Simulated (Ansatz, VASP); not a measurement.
# Two plane-wave programs on Re

```
CELL_PARAMETERS angstrom
2.84903 0.00000 0.00000
-1.42451 2.46733 0.00000
0.00000 0.00000 4.59520
ATOMIC_POSITIONS crystal
Re 0.33333 0.66667 0.25000
Re 0.66667 0.33333 0.75000
```

Alike in both runs: task single point; functional PBE; k mesh 21 × 21 × 12; occupations fermi-dirac, width 0.1 eV; no spin polarisation.

```csv
,VASP,Ansatz
version,VASP 6.6.1,Ansatz 0.2.0
potentials or method,"VASP PAW PBE potentials, release 64 (Re), cutoff 520 eV","plane waves (420 eV) with PAW, scalar-relativistic"
valence electrons in the cell,14,30
```

Ansatz gave:

```
pressure (GPa)                                                : -23.5
traceless stress, the component that is largest in VASP (GPa) : -0.12
```

**Question.** Which values does VASP return?

**Answer.** Pressure (GPa): -24.3; traceless stress, the component that is largest in VASP (GPa): -0.25.

VASP's potentials hold 14 valence electrons a cell and Ansatz's 30, so a difference there can come from the potentials and not from the codes.

Neither program's run includes spin-orbit coupling.
